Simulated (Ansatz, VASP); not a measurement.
# One calculation of BN, two programs

Contents of INCAR:

```
SYSTEM = BN
  PREC = Accurate
  ENCUT = 520
  EDIFF = 1E-7
  ISMEAR = 0
  SIGMA = 0.01
  LREAL = .False.
  LASPH = .True.
  NELM = 100
  ALGO = Normal
  ISIF = 2
  LWAVE = .False.
  LCHARG = .False.
  GGA = PS
  NBANDS = 11
```

The input KPOINTS:

```
regular mesh
0
Gamma
  10 10 6
  0 0 0
```

File POSCAR:

```
BN
1.0
    2.5491637351      0.0000000000      0.0000000000
   -1.2671525184      2.2119132600      0.0000000000
   -0.6410056084     -1.1059571382      3.0720986443
B N
1 1
Direct
    0.9796430000      0.9834990000      0.0018060000
    0.6685060000      0.3323850000      0.9849990000
```

Input for Ansatz:

```yaml
crystal:
  lattice:
    - [2.549163735142282, 0.0, 0.0]
    - [-1.2671525184010028, 2.2119132599875457, 0.0]
    - [-0.6410056083706396, -1.1059571381919513, 3.072098644327167]
  atoms:
    - { symbol: B, position: [0.979643, 0.983499, 0.001806] }
    - { symbol: "N", position: [0.668506, 0.332385, 0.984999] }
basis:
  ecutwfc: 500.0
kpoints:
  mp_grid:
    grid: [10, 10, 6]
hamiltonian:
  xc: pbesol
  pseudopotentials:
    kind: paw
scf:
  occupations:
    method: fixed
output:
  stress: true
```

Alike in both runs: task single point; functional PBEsol; k mesh 10 × 10 × 6; no spin polarisation.

|  | VASP | Ansatz |
| --- | --- | --- |
| version | VASP 6.6.1 | Ansatz 0.2.0 |
| potentials or method | VASP PAW PBE potentials, release 64 (B, N), cutoff 520 eV | plane waves, PAW |
| occupations | gaussian, width 0.01 eV | fixed |
| valence electrons in the cell | 8 | 8 |

```csv
,VASP,Ansatz,Ansatz less VASP
pressure (GPa),-10.2,-10.5,-0.24
"traceless stress, the component that is largest in VASP (GPa)",13.95,14.34,+0.394
```

VASP's potentials were made for PBE, not for PBEsol.
